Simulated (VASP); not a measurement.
# Mg (P6_3/mmc) in VASP: notebook, part 2 of 2

VASP 6.6.1.

## (3) Single point, PBE (volume scaled by 0.75)

Contents of INCAR:

```
ALGO     = Normal         # electronic algorithm
EDIFF    = 1E-6           # SCF threshold, eV
ENCUT    = 520            # plane-wave cutoff, eV
GGA      = PE             # functional
ISIF     = 2              # what is computed and relaxed
ISMEAR   = -1             # smearing method
LASPH    = T              # aspherical terms in the spheres
LCHARG   = F              # write CHGCAR
LREAL    = F              # projectors in reciprocal space
LWAVE    = F              # write WAVECAR
NBANDS   = 12             # bands
NELM     = 60             # most SCF steps
PREC     = Accurate       # precision mode
SIGMA    = 0.08           # smearing width, eV
```

Contents of KPOINTS:

```
k-points
0
Gamma
  11 11 3
```

Contents of POSCAR:

```
Mg
1.0
    2.9037342735      0.0000000000      0.0000000000
   -1.4518671368      2.5147076467      0.0000000000
    0.0000000000      0.0000000000      9.4447039155
Mg
4
Direct
    0.0000000000      0.0000000000      0.0000000000
    0.0000000000      0.0000000000      0.5000000000
    0.3333333333      0.6666666667      0.2500000000
    0.6666666667      0.3333333333      0.7500000000
```

Potentials or basis: VASP PAW PBE potentials, release 64 (Mg).

On the command line:

```bash
$ cat potpaw_PBE.64/Mg/POTCAR > POTCAR
$ mpirun -np 1 vasp_std > vasp.out
```

OUTCAR:

```text
EDIFF = 1E-6
   ENCUT = 520
   GGA = PE
   ISIF = 2
   ISMEAR = -1
   LASPH = T
   LREAL = F
   NELM = 60
   PREC = Accurate

 ion  position               nearest neighbor table
   1  0.000  0.000  0.000-   3 2.90   4 2.90   4 2.90   3 2.90   4 2.90   3 2.90
   2  0.000  0.000  0.500-   3 2.90   4 2.90   4 2.90   3 2.90   4 2.90   3 2.90
   3  0.333  0.667  0.250-   1 2.90   2 2.90   1 2.90   2 2.90   1 2.90   2 2.90
   4  0.667  0.333  0.750-   1 2.90   2 2.90   1 2.90   2 2.90   1 2.90   2 2.90

  LATTYP: Found a hexagonal cell.
 ALAT       =     2.9037342735
 C/A-ratio  =     3.2526061361

  Lattice vectors:

 A1 = (   2.9037342735,   0.0000000000,   0.0000000000)
 A2 = (  -1.4518671368,   2.5147076467,   0.0000000000)
 A3 = (   0.0000000000,   0.0000000000,   9.4447039155)

Analysis of symmetry for initial positions (statically):
=====================================================================
 Subroutine PRICEL returns:
 Original cell was already a primitive cell.

 Routine SETGRP: Setting up the symmetry group for a
 hexagonal supercell.

 Subroutine GETGRP returns: Found 24 space group operations
 (whereof 12 operations were pure point group operations)
 out of a pool of 24 trial point group operations.

The static configuration has the point symmetry D_3d.
 The point group associated with its full space group is D_6h.

Analysis of symmetry for dynamics (positions and initial velocities):
=====================================================================
 Subroutine PRICEL returns:
 Original cell was already a primitive cell.

 Routine SETGRP: Setting up the symmetry group for a
 hexagonal supercell.

 Subroutine GETGRP returns: Found 24 space group operations
 (whereof 12 operations were pure point group operations)
 out of a pool of 24 trial point group operations.

The dynamic configuration has the point symmetry D_3d.
 The point group associated with its full space group is D_6h.

 Subroutine INISYM returns: Found 24 space group operations
 (whereof 12 operations are pure point group operations),
 and found     1 'primitive' translations

[... 124 lines left out ...]
   LHFCALC =     F    Hartree Fock is set to
   AEXX    =    0.0000 exact exchange contribution
   IVDW    =     0    specifies the selected vdW correction
   LEPSILON=     F    determine dielectric tensor
   LRPA    =     F    only Hartree local field effects (RPA)
 non-spin polarized calculation
  energy-cutoff  :      520.00
  volume of cell :       68.97
 maximum number of plane-waves:      1907
 NGX is ok and might be reduce to    24
   NGX = 11   NGY = 11   NGZ = 35

 number of electron       8.0000000 magnetization

 Free energy of the ion-electron system (eV)
  ---------------------------------------------------
  ext. energy  EPLUGINS =         0.00000000
  ---------------------------------------------------
  free energy    TOTEN  =        -5.02574025 eV

  energy without entropy =       -5.00837609  energy(sigma->0) =       -5.01705817

 E-fermi :   4.3049     XC(G=0):  -9.4256

 val. band max:        4.2270270717   @ k =   0.1818   0.1818   0.0000
 cond. band min:       4.3173233038   @ k =   0.1818   0.0909   0.0000
 fundamental gap:      0.0902962321
 Fermi energy:         4.3049372671

 k-point     1 :       0.0000    0.0000    0.0000
  band No.  band energies     occupation
      1      -3.9381      2.00000
      2      -2.2628      2.00000
      3      -2.2606      2.00000
      4       2.1417      2.00000
      5       3.0732      2.00000
      6      10.2204      0.00000
      7      10.2357      0.00000
      8      17.0778      0.00000
      9      17.0778      0.00000
     10      17.4685      0.00000
     11      17.4686      0.00000
     12      17.8220      0.00000
[... 331 lines left out ...]
 k-point    24 :       0.1818    0.0909    0.3333
  band No.  band energies     occupation
      1      -2.3824      2.00000
      2      -1.8314      2.00000
      3       0.3270      2.00000
      4       1.8873      2.00000
      5       6.0540      0.00000
      6       8.3451      0.00000
      7       9.9058      0.00000
      8      10.3554      0.00000
      9      11.5648      0.00000
     10      11.9181      0.00000
     11      13.0994      0.00000
     12      13.9274      0.00000

 [... further k-points ...]
[... 5 lines left out ...]
  --------------------------------------------------------------------------------------
  -------------------------------------------------------------------------------------
  Total        7.8500553      7.8500553      7.7600944     -0.0000000      0.0000000      0.0000000
  in kB      182.3688162    182.3688162    180.2788857     -0.0000000      0.0000000      0.0000000
  external PRESSURE =     181.6721727 kB  Pullay stress =       0.0000000 kB

 VOLUME and BASIS-vectors are now :
 -----------------------------------------------------------------------------
  energy-cutoff  :      520.00
  volume of cell :       68.97
      direct lattice vectors                 reciprocal lattice vectors
     2.903734274  0.000000000  0.000000000     0.344384129  0.198830270  0.000000000
    -1.451867137  2.514707647  0.000000000     0.000000000  0.397660540  0.000000000
     0.000000000  0.000000000  9.444703915     0.000000000  0.000000000  0.105879444

 POSITION                                       TOTAL-FORCE (eV/Angst)
 -----------------------------------------------------------------------------------
      0.00000      0.00000      0.00000         0.000000      0.000000      0.000000
      0.00000      0.00000      4.72235         0.000000      0.000000      0.000000
     -0.00000      1.67647      2.36118         0.000000      0.000000      0.000000
      1.45187      0.83824      7.08353        -0.000000      0.000000      0.000000
 -----------------------------------------------------------------------------------
    total drift:                                0.000000     -0.000000      0.000000

  FREE ENERGIE OF THE ION-ELECTRON SYSTEM (eV)
  ---------------------------------------------------
  free  energy   TOTEN  =        -5.0257402457 eV

  energy  without entropy=       -5.0083760860  energy(sigma->0) =       -5.01705817
```

OSZICAR:

```text
N       E                     dE             d eps       ncg     rms          rms(c)
DAV:   1     0.634223183174E+01    0.63422E+01   -0.28108E+03   768   0.496E+02
DAV:   2    -0.477387799148E+01   -0.11116E+02   -0.10664E+02  1008   0.648E+01
DAV:   3    -0.507214044769E+01   -0.29826E+00   -0.29531E+00  1012   0.779E+00
DAV:   4    -0.507384787583E+01   -0.17074E-02   -0.17072E-02   956   0.690E-01
DAV:   5    -0.507386678540E+01   -0.18910E-04   -0.18909E-04  1000   0.753E-02    0.133E+00
DAV:   6    -0.504698052481E+01    0.26886E-01   -0.61787E-04   952   0.192E-01    0.845E-01
DAV:   7    -0.502583724686E+01    0.21143E-01   -0.17920E-03   848   0.291E-01    0.388E-02
DAV:   8    -0.502574306973E+01    0.94177E-04   -0.61840E-05  1036   0.426E-02    0.770E-03
DAV:   9    -0.502573999933E+01    0.30704E-05   -0.20887E-06   896   0.820E-03    0.137E-03
DAV:  10    -0.502574024571E+01   -0.24639E-06   -0.36758E-07   628   0.200E-03
   1 F= -.50257402E+01 E0= -.50170582E+01  d E =-.173642E-01
```

It took 9.2 s on 1 thread of Intel Xeon 6975P-C (Granite Rapids), shared host; peak memory 0.18 GiB.

What came out:

```
Free energy            : -5.0257 eV
Pressure               : 18.2 GPa
Band gap on the k mesh : zero (band 4 reaches 5.31 eV, above the bottom of band 5 at 3.07 eV)
```

Stress tensor (GPa, compression positive):
```
18.24  0.00  0.00
 0.00 18.24  0.00
 0.00  0.00 18.03
```

Levels at points of the mesh, in eV from the Fermi level:
```csv
k point,band 1,band 2,band 3,band 4,band 5,band 6,band 7,band 8,band 9
"(0.00, 0.00, 0.00)",-8.24,-6.57,-6.57,-2.16,-1.23,5.92,5.93,12.77,12.77
```

Caveat: the cell differs from its parent crystal (volume scaled by 0.75).

## (4) Single point, PBE

This run uses another cell than the first one, of 19.54 Å³/atom, 1.133 times its volume.

Contents of INCAR:

```
PREC     = Accurate       # precision mode
ENCUT    = 520            # plane-wave cutoff, eV
EDIFF    = 1E-7           # SCF threshold, eV
ISMEAR   = -1             # smearing method
SIGMA    = 0.08           # smearing width, eV
LREAL    = False          # projectors in reciprocal space
LASPH    = True           # aspherical terms in the spheres
NELM     = 80             # most SCF steps
ALGO     = Normal         # electronic algorithm
ISIF     = 2              # what is computed and relaxed
LWAVE    = False          # write WAVECAR
LCHARG   = True           # write CHGCAR
GGA      = PE             # functional
LELF     = True           # ELF
LVHAR    = True         
NBANDS   = 12             # bands
```

Contents of KPOINTS:

```
Automatic mesh
0
Gamma
  11 11 3
```

Contents of POSCAR:

```
Mg
1.0
    3.0274438112      0.0000000000      0.0000000000
   -1.5137219056      2.6218432491      0.0000000000
    0.0000000000      0.0000000000      9.8470823170
Mg
4
Direct
    0.0000000000      0.0000000000      0.0000000000
    0.0000000000      0.0000000000      0.5000000000
    0.3333333333      0.6666666667      0.2500000000
    0.6666666667      0.3333333333      0.7500000000
```

On the command line:

```bash
$ cat potpaw_PBE.64/Mg/POTCAR > POTCAR
$ mpirun -np 1 vasp_std > vasp.out
```

Run time: 11 s. Hardware: 1 thread of Intel Xeon 6975P-C (Granite Rapids), shared host; peak memory 0.2 GiB.

It converged, with:

| Property | Result |
| --- | --- |
| Free energy | -5.7498 eV |
| Pressure | 8.0 GPa |
| Band gap on the k mesh | zero (band 4 reaches 4.49 eV, above the bottom of band 5 at 2.28 eV) |

Stress tensor (GPa, compression positive):
```
8.00 0.00 0.00
0.00 8.00 0.00
0.00 0.00 7.91
```

Levels at points of the mesh, in eV from the Fermi level:
```
           k point  band 2  band 3  band 4  band 5  band 6  band 7
(0.00, 0.00, 0.00)   -6.10   -6.10   -1.95   -1.23    5.51    5.52
```

## (5) Single point, PBE

This run uses another cell than the first one, of 22.99 Å³/atom, 1.333 times its volume.

Contents of INCAR:

```
SYSTEM = Mg
  PREC = Accurate
  ENCUT = 520
  EDIFF = 1E-6
  ISMEAR = -1
  SIGMA = 0.08
  LREAL = .FALSE.
  LASPH = .TRUE.
  NELM = 60
  ALGO = Normal
  ISIF = 2
  LWAVE = .FALSE.
  LCHARG = .TRUE.
  GGA = PE
  LELF = .TRUE.
  LVHAR = .TRUE.
  NBANDS = 12
```

Contents of KPOINTS:

```
regular mesh
0
G
  11 11 3
  0 0 0
```

Contents of POSCAR:

```
Mg
1.0
    3.1959731071      0.0000000000      0.0000000000
   -1.5979865536      2.7677939005      0.0000000000
    0.0000000000      0.0000000000     10.3952417388
Mg
4
Direct
    0.0000000000      0.0000000000      0.0000000000
    0.0000000000      0.0000000000      0.5000000000
    0.3333333333      0.6666666667      0.2500000000
    0.6666666667      0.3333333333      0.7500000000
```

On the command line:

```bash
$ cat potpaw_PBE.64/Mg/POTCAR > POTCAR
$ mpirun -np 1 vasp_std > vasp.out
```

Wall time 12 s (1 thread of Intel Xeon 6975P-C (Granite Rapids), shared host); peak memory 0.2 GiB.

Results (log left out):

| Property | Result |
| --- | --- |
| Free energy | -6.0443 eV |
| Pressure | -0.1 GPa |
| Band gap on the k mesh | zero (band 4 reaches 3.55 eV, above the bottom of band 5 at 1.37 eV) |

Levels at points of the mesh, in eV from the Fermi level:
```
           k point  band 2  band 3  band 4  band 5  band 6  band 7
(0.00, 0.00, 0.00)   -5.53   -5.53   -1.68   -1.25    5.01    5.01
```

## (6) Relaxation of shape and atoms at fixed volume, PBE

This run uses another cell than the first one, of 9.20 Å³/atom, 0.533 times its volume.

Contents of INCAR:

```
PREC = Accurate ; ENCUT = 600
EDIFF = 1E-7 ; ISMEAR = -1
SIGMA = 0.08 ; LREAL = F
LASPH = T ; NELM = 60
ALGO = Normal ; ISIF = 4
LWAVE = F ; LCHARG = F
GGA = PE ; IBRION = 2
NSW = 50 ; EDIFFG = -0.005
```

Contents of KPOINTS:

```
regular mesh
0
Gamma
  11 11 3
```

Contents of POSCAR:

```
Mg
1.0
    2.3548131191      0.0000000000      0.0000000000
   -1.1774065596      2.0393279823      0.0000000000
    0.0000000000      0.0000000000      7.6592796003
Mg
4
Direct
    0.0000000000      0.0000000000      0.0000000000
    0.0000000000      0.0000000000      0.5000000000
    0.3333333333      0.6666666667      0.2500000000
    0.6666666667      0.3333333333      0.7500000000
```

Potentials or basis: VASP PAW PBE potentials, release 64 (Mg).

On the command line:

```bash
$ cat potpaw_PBE.64/Mg/POTCAR > POTCAR
$ mpirun -np 1 vasp_std > vasp.out
```

Run time: 14 s. Hardware: 1 thread of Intel Xeon 6975P-C (Granite Rapids), shared host; peak memory 0.16 GiB.

It converged, with:

```
Free energy               : 9.7369 eV
Energy gained by relaxing : 0.4 meV/atom
Ionic steps               : 3
Pressure after relaxing   : 195.3 GPa
Band gap on the k mesh    : zero (band 4 reaches 10.84 eV, above the bottom of band 5 at 8.52 eV)
```

Step by step:
```csv
step,energy change (eV),largest force (eV/Å),pressure (GPa),volume (Å³)
1,0.0000,0.0000,195.35,36.78
2,-0.0010,0.0000,195.28,36.78
3,-0.0017,0.0000,195.31,36.78
```

Final structure:
```
Mg
1.0
     2.34998    0.00000    0.00000
    -1.17499    2.03514    0.00000
     0.00000    0.00000    7.69084
Mg
4
Direct
  0.00000 0.00000 0.00000
  0.00000 0.00000 0.50000
  0.33333 0.66667 0.25000
  0.66667 0.33333 0.75000
```

Levels at points of the mesh, in eV from the Fermi level:
```
           k point  band 1  band 2  band 3  band 4  band 5  band 6  band 7  band 8
(0.00, 0.00, 0.00)  -11.69   -9.16   -9.15   -3.11   -1.32    8.04    8.09   17.21
```

## (7) Overview

| task | cell | cutoff (eV) | gap on the mesh (eV) | pressure (GPa) |
| --- | --- | --- | --- | --- |
| single point | a = 2.904, b = 2.904, c = 9.445 Å, angles 90.0, 90.0, 120.0°, 4 atoms | 520 | none | 18.2 |
| single point | a = 3.027, b = 3.027, c = 9.847 Å, angles 90.0, 90.0, 120.0°, 4 atoms | 520 | none | 8.0 |
| single point | a = 3.196, b = 3.196, c = 10.395 Å, angles 90.0, 90.0, 120.0°, 4 atoms | 520 | none | -0.1 |
| relaxation of shape and atoms at fixed volume | relaxed from a = 2.355, b = 2.355, c = 7.659 Å, angles 90.0, 90.0, 120.0°, 4 atoms | 600 | none | 195.3 |

Alike in all rows: level PBE; potentials or basis VASP PAW PBE potentials, release 64 (Mg); no spin polarisation; k mesh 11 × 11 × 3; smearing fermi-dirac 0.08 eV.

Absolute energies hang on the potentials; compare differences alone.
